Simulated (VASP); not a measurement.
Set up this calculation in VASP 6.6.1, as the native input.

| Property | Result |
| --- | --- |
| Task | single point |
| Functional | PBEsol |
| Potentials or basis | VASP PAW PBE potentials, release 64 (Te) |
| Cutoff | 520 eV |
| k mesh | 15 × 15 × 15 |
| Occupations | fermi-dirac, width 0.05 eV |
| Spin | no spin polarisation |
| Dipole correction | no |
| Further INCAR settings | ALGO = Normal; EDIFF = 1e-07; NBANDS = 9 |

The structure of Te lies in POSCAR:

```
Te
1.0
   -1.8592069109      1.8592069109      1.8592069109
    1.8592069109     -1.8592069109      1.8592069109
    1.8592069109      1.8592069109     -1.8592069109
Te
1
Direct
    0.0000000000      0.0000000000      0.0000000000
```

This isn't the form of Te at room conditions, which is trigonal, of chains.

One way to write it, as run:

INCAR

```
SYSTEM = Te
PREC = Accurate
ENCUT = 520
EDIFF = 1E-7
ISMEAR = -1
SIGMA = 0.05
LREAL = .False.
LASPH = .True.
NELM = 60
ALGO = Normal
ISIF = 2
LWAVE = .False.
LCHARG = .False.
GGA = PS
NBANDS = 9
```

KPOINTS

```
regular mesh
0
Gamma
  15 15 15
  0 0 0
```

Potentials or basis: VASP PAW PBE potentials, release 64 (Te).

The run is started by

```sh
$ cat potpaw_PBE.64/Te/POTCAR > POTCAR
$ mpirun -np 1 vasp_std > vasp.out
```

It gave:

```json
{"Pressure": "3.7 GPa", "Band gap on the k mesh": "zero (bands 3 and 4 overlap by 6.83 eV)"}
```

Caveat: the cell stands under pressure; the PAW data sets were made with another functional, which shifts forces and pressure a little; spin-orbit coupling is left out, which moves the levels of the heavy elements.

It took 8.8 s on 1 thread of Intel(R) Xeon(R) Platinum 8488C (Sapphire Rapids), with other jobs on the host, peak memory 0.15 GiB.
